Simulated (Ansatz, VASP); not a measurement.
# TaN: VASP beside Ansatz

```
Ta N
1.0
     2.92427    0.00000    0.00000
    -1.46214    2.53249    0.00000
     0.00000    0.00000    2.87017
Ta N
1 1
Direct
  0.33333 0.66667 0.50000
  0.00000 0.00000 0.00000
```

Alike in both runs: functional PBEsol; k mesh 18 × 18 × 14; occupations fermi-dirac, width 0.15 eV; no spin polarisation.

Ansatz relaxed the structure, and its values are those at the end. VASP's run is a single point on that final structure, the one shown.

|  | VASP | Ansatz |
| --- | --- | --- |
| version | VASP 6.6.1 | Ansatz 0.2.0 |
| potentials or method | VASP PAW PBE potentials, release 64 (Ta_pv, N), cutoff 520 eV | scalar-relativistic, plane waves, PAW |
| valence electrons in the cell | 16 | 18 |

Ansatz gave:

| Property | Result |
| --- | --- |
| gap on the k mesh at the Fermi level (eV) | none |
| pressure (GPa) | 0.0 |

What did VASP give for the same quantities?

gap on the k mesh at the Fermi level (eV): none; pressure (GPa): 0.9.

VASP's potentials were made for PBE, not for PBEsol. A gap of «none» marks a metal or a gap that the smearing closes. VASP's potentials hold 16 valence electrons a cell and Ansatz's 18, so a difference there can come from the potentials and not from the codes.

Neither program's run includes spin-orbit coupling.
